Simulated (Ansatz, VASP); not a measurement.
**Ge in VASP and in Ansatz**

INCAR

```
SYSTEM = Ge
PREC = Accurate
ENCUT = 520
EDIFF = 1E-6
ISMEAR = -5
SIGMA = 0.05
LREAL = .False.
LASPH = .True.
NELM = 150
ALGO = Normal
ISIF = 2
LWAVE = .False.
LCHARG = .False.
MAGMOM = 0 0 0
LORBIT = 11
LSORBIT = .True.
GGA_COMPAT = .False.
LORBMOM = .True.
GGA = PS
NBANDS = 25
```

Contents of KPOINTS:

```
Automatic mesh
0
Gamma
  8 8 7
  0 0 0
```

POSCAR

```
Ge
1.0
    1.3971490000     -2.6005160000      0.0000000000
    1.3971490000      2.6005160000      0.0000000000
    0.0000000000      0.0000000000      2.6982310000
Ge
1
Direct
    0.5000000000      0.5000000000      0.0000000000
```

input.yaml

```yaml
crystal:
  lattice:
    - [1.397149, -2.600516, 0.0]
    - [1.397149, 2.600516, 0.0]
    - [0.0, 0.0, 2.698231]
  atoms:
    - { symbol: Ge, position: [0.5, 0.5, 0.0] }
kpoints:
  mp_grid: { grid: [8, 8, 7] }
scf:
  occupations: { method: tetrahedron }
hamiltonian:
  xc: pbesol
  pseudopotentials: { kind: all_electron, lapw: { basis_error: 0.001 } }
magnetization:
  noncollinear: true
  spin_orbit: true
output:
  forces: true
  stress: true
  eigenvalues: true
  populations: true
```

Alike in both runs: functional PBEsol; k mesh 8 × 8 × 7; occupations tetrahedron; non-collinear spin, spin-orbit coupling.

|  | VASP | Ansatz |
| --- | --- | --- |
| version | VASP 6.6.1 | Ansatz 0.2.0 |
| potentials or method | VASP PAW PBE potentials, release 64 (Ge_d), cutoff 520 eV | all-electron LAPW, relativistic spinors |
| task | single point | atomic charges |

```csv
,VASP,Ansatz,Ansatz less VASP
pressure (GPa),-4.1,-4.1,+0.03
"traceless stress, the component that is largest in VASP (GPa)",-1.67,-1.69,-0.024
net moment per atom (μB),0.00,0.00,0.000
```

VASP's potentials were made for PBE, not for PBEsol. Ansatz ran all-electron here, and VASP with PAW potentials.

Noted on Ansatz's run: the k mesh is thin for a metal, which can move the energy by tens of meV per atom.
